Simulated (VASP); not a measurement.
# Pd (Fm-3m) in VASP: a series of runs

Runs on Pd. Level: LDA. Tasks: single point.

Everything below comes from runs of VASP 6.6.1. Logs are shortened: lines on timing, memory, paths and dates and some standing lists are left out, and cuts for length are marked.

### Step 1. The cell of the first run

Symmetry: Fm-3m, No. 225, cubic system. The conventional cell has a = 3.842 Å, b = 3.842 Å, c = 3.842 Å, α = 90.00°, β = 90.00°, γ = 90.00°. Within 3.6 Å of Pd (site symmetry m-3m) lie 12 Pd at 2.72 Å.

### Step 2. Single point, LDA

INCAR reads:

```
SYSTEM = Pd
ALGO     = Normal         ! electronic algorithm
EDIFF    = 1E-7           ! SCF threshold, eV
ENCUT    = 520            ! plane-wave cutoff, eV
ISIF     = 2              ! what is computed and relaxed
ISMEAR   = -1             ! smearing method
LASPH    = .TRUE.         ! aspherical terms in the spheres
LCHARG   = .FALSE.        ! write CHGCAR
LREAL    = .FALSE.        ! projectors in reciprocal space
LWAVE    = .FALSE.        ! write WAVECAR
NBANDS   = 11             ! bands
NELM     = 60             ! most SCF steps
PREC     = Accurate       ! precision mode
SIGMA    = 0.1            ! smearing width, eV
```

KPOINTS reads:

```
k-points
0
G
  14 14 14
  0 0 0
```

POSCAR reads:

```
Pd
1.0
    0.0000000000      1.9211411165      1.9211411165
    1.9211411165      0.0000000000      1.9211411165
    1.9211411165      1.9211411165      0.0000000000
Pd
1
Direct
    0.0000000000      0.0000000000      0.0000000000
```

Potentials or basis: VASP PAW LDA potentials, release 64 (Pd).

On the command line:

```bash
cat potpaw_LDA.64/Pd/POTCAR > POTCAR
mpirun -np 1 vasp_std > vasp.out
```

OUTCAR:

```text
SYSTEM = Pd
   EDIFF = 1E-7
   ENCUT = 520
   ISIF = 2
   ISMEAR = -1
   LASPH = .TRUE.
   LREAL = .FALSE.
   NELM = 60
   PREC = Accurate

 ion  position               nearest neighbor table
   1  0.000  0.000  0.000-

  LATTYP: Found a face centered cubic cell.
 ALAT       =     3.8422822330

  Lattice vectors:

 A1 = (   0.0000000000,   1.9211411165,   1.9211411165)
 A2 = (   1.9211411165,   0.0000000000,   1.9211411165)
 A3 = (   1.9211411165,   1.9211411165,   0.0000000000)

Analysis of symmetry for initial positions (statically):
[... 33 lines left out ...]
                                     Primitive cell

  volume of cell :      14.1810

  direct lattice vectors                    reciprocal lattice vectors
     0.000000000  1.921141117  1.921141117    -0.260261985  0.260261985  0.260261985
     1.921141117  0.000000000  1.921141117     0.260261985 -0.260261985  0.260261985
     1.921141117  1.921141117  0.000000000     0.260261985  0.260261985 -0.260261985

  length of vectors
     2.716903822  2.716903822  2.716903822     0.450786981  0.450786981  0.450786981

  position of ions in fractional coordinates (direct lattice)
     0.000000000  0.000000000  0.000000000

  ion indices of the primitive-cell ions
   primitive index   ion index
                 1           1

----------------------------------------------------------------------------------------

 KPOINTS: k-points

Automatic generation of k-mesh.
 Grid dimensions read from file:
 generate k-points for:   14   14   14

 Generating k-lattice:

  Cartesian coordinates                     Fractional coordinates (reciprocal lattice)
    -0.018590142  0.018590142  0.018590142     0.071428571  0.000000000  0.000000000
     0.018590142 -0.018590142  0.018590142     0.000000000  0.071428571  0.000000000
     0.018590142  0.018590142 -0.018590142     0.000000000  0.000000000  0.071428571

  Length of vectors
     0.032199070  0.032199070  0.032199070

  Shift w.r.t. Gamma in fractional coordinates (k-lattice)
     0.000000000  0.000000000  0.000000000

 Subroutine IBZKPT returns following result:
 ===========================================

 Found    104 irreducible k-points:

 Following reciprocal coordinates:
            Coordinates               Weight
  0.000000  0.000000  0.000000      1.000000
  0.071429  0.000000  0.000000      8.000000
  0.142857  0.000000  0.000000      8.000000
  0.214286  0.000000  0.000000      8.000000
  0.285714  0.000000  0.000000      8.000000
  0.357143  0.000000  0.000000      8.000000
[... 16 lines left out ...]
  0.214286  0.142857  0.000000     24.000000
  0.285714  0.142857  0.000000     24.000000
 [... further k-points ...]
   k-points           NKPTS =    104   k-points in BZ     NKDIM =    104   number of bands    NBANDS=     11
   number of dos      NEDOS =    301   number of ions     NIONS =      1
   total plane-waves  NPLWV =   8000
   dimension x,y,z NGX =    20 NGY =   20 NGZ =   20
   dimension x,y,z NGXF=    40 NGYF=   40 NGZF=   40
   ions per type =               1
   NGX,Y,Z   is equivalent  to a cutoff of  12.24, 12.24, 12.24 a.u.
   NGXF,Y,Z  is equivalent  to a cutoff of  24.48, 24.48, 24.48 a.u.
 SYSTEM =  Pd
   PREC   = accura    normal or accurate (medium, high low for compatibility)
   ISTART =      0    job   : 0-new  1-cont  2-samecut
   ICHARG =      2    charge: 1-file 2-atom 10-const
   ISPIN  =      1    spin polarized calculation?
   LNONCOLLINEAR =      F non collinear calculations
   LSORBIT =      F    spin-orbit coupling
   LASPH  =      T    aspherical Exc in radial PAW
   ENCUT  =  520.0 eV  38.22 Ry    6.18 a.u.   5.05  5.05  5.05*2*pi/ulx,y,z
   NELM   =     60;   NELMIN=  2; NELMDL= -5     # of ELM steps
   EDIFF  = 0.1E-06   stopping-criterion for ELM
   LREAL  =      F    real-space projection
   EDIFFG = 0.1E-05   stopping-criterion for IOM
   NSW    =      0    number of steps for IOM
   IBRION =     -1    ionic relax: 0-MD 1-quasi-New 2-CG
   NFREE  =      0    steps in history (QN), initial steepest desc. (CG)
   ISIF   =      2    stress and relaxation
   ISYM   =      2    0-nonsym 1-usesym 2-fastsym
   POTIM  = 0.5000    time-step for ionic-motion
   TEBEG  =    0.0;   TEEND  =   0.0 temperature during run
   PSTRESS=    0.0 pullay stress
   NELECT =      10.0000    total number of electrons
   NUPDOWN=      -1.0000    fix difference up-down
   EMIN   =  10.00;   EMAX   =-10.00  energy-range for DOS
   EFERMI =   0.00;   METHOD = LEGACY
   ISMEAR =    -1;   SIGMA  =   0.10  broadening in eV -4-tet -1-fermi 0-gaus
   EFERMI_NEDOS =   21; number of points for ismear=-14 and -15
   IALGO  =     38    algorithm
   IMIX   =      4    mixing-type and parameters
     AMIX     =   0.40;   BMIX     =  1.00
     AMIX_MAG =   1.60;   BMIX_MAG =  1.00
  volume/ion in A,a.u.               =      14.18        95.70
  Fermi-wavevector in a.u.,A,eV,Ry     =   1.457154  2.753622 28.889235  2.123299
  Thomas-Fermi vector in A             =   2.573989
   LORBIT       =      0    0 simple, 1 ext, 2 COOP (PROOUT), +10 PAW based schemes
   GGA     = CA    functional components
   LHFCALC =     F    Hartree Fock is set to
   AEXX    =    0.0000 exact exchange contribution
   IVDW    =     0    specifies the selected vdW correction
   LEPSILON=     F    determine dielectric tensor
   LRPA    =     F    only Hartree local field effects (RPA)
 non-spin polarized calculation
  energy-cutoff  :      520.00
  volume of cell :       14.18
 maximum number of plane-waves:       392
   NGX = 11   NGY = 11   NGZ = 11

 number of electron      10.0000005 magnetization

 Free energy of the ion-electron system (eV)
  ---------------------------------------------------
  ext. energy  EPLUGINS =         0.00000000
  ---------------------------------------------------
  free energy    TOTEN  =        -6.52306921 eV

  energy without entropy =       -6.45527665  energy(sigma->0) =       -6.48917293

 E-fermi :  10.2978     XC(G=0): -13.7599

 val. band max:       10.2811062020   @ k =   0.4286   0.2143   0.0000
 cond. band min:      10.2982299086   @ k =   0.5000   0.1429   0.0000
 fundamental gap:      0.0171237066
 Fermi energy:        10.2977786658

 k-point     1 :       0.0000    0.0000    0.0000
  band No.  band energies     occupation
      1       2.7346      2.00000
      2       7.2217      2.00000
      3       7.2217      2.00000
      4       7.2217      2.00000
      5       8.9733      2.00000
      6       8.9733      2.00000
      7      27.4217      0.00000
      8      32.3661      0.00000
      9      32.3661      0.00000
     10      32.3661      0.00000
     11      35.8920      0.00000

 k-point     2 :       0.0714    0.0000    0.0000
  band No.  band energies     occupation
      1       2.9262      2.00000
      2       7.1514      2.00000
      3       7.2897      2.00000
      4       7.2897      2.00000
      5       8.9403      2.00000
      6       8.9403      2.00000
      7      27.6404      0.00000
      8      31.2223      0.00000
      9      32.6020      0.00000
     10      32.6020      0.00000
     11      35.9186      0.00000

 k-point     3 :       0.1429    0.0000    0.0000
  band No.  band energies     occupation
      1       3.4615      2.00000
      2       7.0026      2.00000
      3       7.4476      2.00000
      4       7.4476      2.00000
      5       8.8932      2.00000
      6       8.8932      2.00000
      7      27.9911      0.00000
      8      29.2054      0.00000
      9      33.2510      0.00000
     10      33.2510      0.00000
     11      35.9257      0.00000

 k-point     4 :       0.2143    0.0000    0.0000
  band No.  band energies     occupation
      1       4.1692      2.00000
      2       6.9944      2.00000
      3       7.5506      2.00000
      4       7.5506      2.00000
      5       8.9858      2.00000
      6       8.9858      2.00000
      7      26.3365      0.00000
      8      28.7187      0.00000
      9      34.0785      0.00000
     10      34.0785      0.00000
     11      35.9082      0.00000

 k-point     5 :       0.2857    0.0000    0.0000
  band No.  band energies     occupation
      1       4.6479      2.00000
      2       7.4886      2.00000
      3       7.4886      2.00000
      4       7.5600      2.00000
      5       9.3183      1.99989
      6       9.3183      1.99989
      7      23.7685      0.00000
      8      28.2894      0.00000
      9      34.1775      0.00000
     10      34.1775      0.00000
     11      35.9140      0.00000
[... 211 lines left out ...]
 k-point    21 :      -0.0714    0.0714    0.0000
  band No.  band energies     occupation
      1       3.2348      2.00000
      2       7.0187      2.00000
      3       7.3849      2.00000
      4       7.4304      2.00000
      5       8.7855      2.00000
      6       9.0143      1.99999
      7      27.9500      0.00000
      8      30.1922      0.00000
      9      32.1490      0.00000
     10      33.3694      0.00000
     11      35.9263      0.00000

 k-point    22 :       0.1429    0.1429    0.0000
  band No.  band energies     occupation
      1       3.7061      2.00000
      2       6.6853      2.00000
      3       7.6940      2.00000
      4       7.6940      2.00000
      5       8.4476      2.00000
      6       9.1953      1.99997
      7      28.5556      0.00000
      8      30.3186      0.00000
      9      31.5270      0.00000
     10      31.5270      0.00000
     11      35.9011      0.00000

 k-point    23 :       0.2143    0.1429    0.0000
  band No.  band energies     occupation
      1       4.2708      2.00000
      2       6.4600      2.00000
      3       7.8012      2.00000
      4       7.9125      2.00000
      5       8.4612      2.00000
      6       9.3251      1.99988
      7      28.3578      0.00000
      8      29.2395      0.00000
      9      30.9613      0.00000
     10      31.8369      0.00000
     11      35.8353      0.00000

 k-point    24 :       0.2857    0.1429    0.0000
  band No.  band energies     occupation
      1       4.8967      2.00000
      2       6.3994      2.00000
      3       7.5489      2.00000
      4       7.9997      2.00000
      5       9.1056      1.99999
      6       9.5828      1.99843
      7      25.9267      0.00000
      8      29.0815      0.00000
      9      30.4365      0.00000
     10      32.2610      0.00000
     11      35.8204      0.00000

 [... further k-points ...]
[... 5 lines left out ...]
  --------------------------------------------------------------------------------------
  -------------------------------------------------------------------------------------
  Total        0.0219666      0.0219666      0.0219666      0.0000000      0.0000000      0.0000000
  in kB        2.4817975      2.4817975      2.4817975      0.0000000      0.0000000      0.0000000
  external PRESSURE =       2.4817975 kB  Pullay stress =       0.0000000 kB

 VOLUME and BASIS-vectors are now :
 -----------------------------------------------------------------------------
  energy-cutoff  :      520.00
  volume of cell :       14.18
      direct lattice vectors                 reciprocal lattice vectors
     0.000000000  1.921141117  1.921141117    -0.260261985  0.260261985  0.260261985
     1.921141117  0.000000000  1.921141117     0.260261985 -0.260261985  0.260261985
     1.921141117  1.921141117  0.000000000     0.260261985  0.260261985 -0.260261985

 POSITION                                       TOTAL-FORCE (eV/Angst)
 -----------------------------------------------------------------------------------
      0.00000      0.00000      0.00000         0.000000      0.000000      0.000000
 -----------------------------------------------------------------------------------
    total drift:                                0.000000      0.000000      0.000000

  FREE ENERGIE OF THE ION-ELECTRON SYSTEM (eV)
  ---------------------------------------------------
  free  energy   TOTEN  =        -6.5230692112 eV

  energy  without entropy=       -6.4552766480  energy(sigma->0) =       -6.48917293
```

Run time: 11 s. Hardware: 1 thread of Intel Xeon Platinum 8259CL at 2.50GHz (Skylake/Cascade Lake), shared host; peak memory 0.13 GiB.

What came out:

```yaml
Free_energy: -6.5231 eV
Pressure: 0.2 GPa
Band_gap_on_the_k_mesh: zero (band 5 reaches 10.60 eV, above the bottom of band 6 at 8.89 eV)
```

Levels at points of the mesh, in eV from the Fermi level:
```
           k point  band 2  band 3  band 4  band 5  band 6  band 7  band 8  band 9
(0.00, 0.00, 0.00)   -3.08   -3.08   -3.08   -1.32   -1.32   17.12   22.07   22.07
(0.50, 0.00, 0.00)   -3.12   -3.12   -0.03   -0.03    0.84    7.56   16.51   21.28
(0.50, 0.50, 0.00)   -5.50   -0.05    0.30    0.30    3.23   11.12   13.26   13.26
```

### Step 3. Single point, LDA

INCAR reads:

```
SYSTEM = Pd
PREC     = Accurate       ! precision mode
ENCUT    = 520            ! plane-wave cutoff, eV
EDIFF    = 1E-6           ! SCF threshold, eV
ISMEAR   = -1             ! smearing method
SIGMA    = 0.01           ! smearing width, eV
LREAL    = .False.        ! projectors in reciprocal space
LASPH    = .True.         ! aspherical terms in the spheres
NELM     = 100            ! most SCF steps
ALGO     = Normal         ! electronic algorithm
ISIF     = 2              ! what is computed and relaxed
LWAVE    = .False.        ! write WAVECAR
LCHARG   = .False.        ! write CHGCAR
GGA      = CA             ! functional
NBANDS   = 11             ! bands
```

KPOINTS reads:

```
Automatic mesh
0
Gamma
  14 14 14
  0 0 0
```

POSCAR is that of step 2.

Potentials or basis: VASP PAW LDA potentials, release 64 (Pd).

On the command line:

```bash
cat potpaw_LDA.64/Pd/POTCAR > POTCAR
mpirun -np 1 vasp_std > vasp.out
```

OUTCAR:

```text
SYSTEM = Pd
   PREC = Accurate
   ENCUT = 520
   EDIFF = 1E-6
   ISMEAR = -1
   LREAL = .False.
   LASPH = .True.
   NELM = 100
   ISIF = 2
   GGA = CA

 ion  position               nearest neighbor table
   1  0.000  0.000  0.000-

  LATTYP: Found a face centered cubic cell.
 ALAT       =     3.8422822330

  Lattice vectors:

 A1 = (   0.0000000000,   1.9211411165,   1.9211411165)
 A2 = (   1.9211411165,   0.0000000000,   1.9211411165)
 A3 = (   1.9211411165,   1.9211411165,   0.0000000000)

Analysis of symmetry for initial positions (statically):
[... 505 lines left out ...]
      5       9.1071      2.00000
      6       9.5865      2.00000
      7      25.9273      0.00000
      8      29.0808      0.00000
      9      30.4371      0.00000
     10      32.2607      0.00000
     11      35.8274      0.00000

 [... further k-points ...]
[... 5 lines left out ...]
  --------------------------------------------------------------------------------------
  -------------------------------------------------------------------------------------
  Total       -0.0152360     -0.0152360     -0.0152360     -0.0000000      0.0000000     -0.0000000
  in kB       -1.7213697     -1.7213697     -1.7213697     -0.0000000      0.0000000     -0.0000000
  external PRESSURE =      -1.7213697 kB  Pullay stress =       0.0000000 kB

 VOLUME and BASIS-vectors are now :
 -----------------------------------------------------------------------------
  energy-cutoff  :      520.00
  volume of cell :       14.18
      direct lattice vectors                 reciprocal lattice vectors
     0.000000000  1.921141117  1.921141117    -0.260261985  0.260261985  0.260261985
     1.921141117  0.000000000  1.921141117     0.260261985 -0.260261985  0.260261985
     1.921141117  1.921141117  0.000000000     0.260261985  0.260261985 -0.260261985

 POSITION                                       TOTAL-FORCE (eV/Angst)
 -----------------------------------------------------------------------------------
      0.00000      0.00000      0.00000        -0.000000     -0.000000     -0.000000
 -----------------------------------------------------------------------------------
    total drift:                                0.000000      0.000000      0.000000

  FREE ENERGIE OF THE ION-ELECTRON SYSTEM (eV)
  ---------------------------------------------------
  free  energy   TOTEN  =        -6.4826926642 eV

  energy  without entropy=       -6.4816495169  energy(sigma->0) =       -6.48217109
```

Wall time 11 s (1 thread of Intel Xeon Platinum 8259CL at 2.50GHz (Skylake/Cascade Lake), shared host); peak memory 0.13 GiB.

What came out:

```
Free energy            : -6.4827 eV
Pressure               : -0.2 GPa
Band gap on the k mesh : zero (band 5 reaches 10.60 eV, above the bottom of band 6 at 8.90 eV)
```

Levels at points of the mesh, in eV from the Fermi level:
| k point | band 3 | band 4 | band 5 | band 6 | band 7 | band 8 |
| --- | --- | --- | --- | --- | --- | --- |
| (0.00, 0.00, 0.00) | -3.05 | -3.05 | -1.30 | -1.30 | 17.14 | 22.09 |
| (0.50, 0.00, 0.00) | -3.10 | -0.01 | -0.01 | 0.86 | 7.58 | 16.53 |
| (0.50, 0.50, 0.00) | -0.03 | 0.32 | 0.32 | 3.25 | 11.14 | 13.28 |
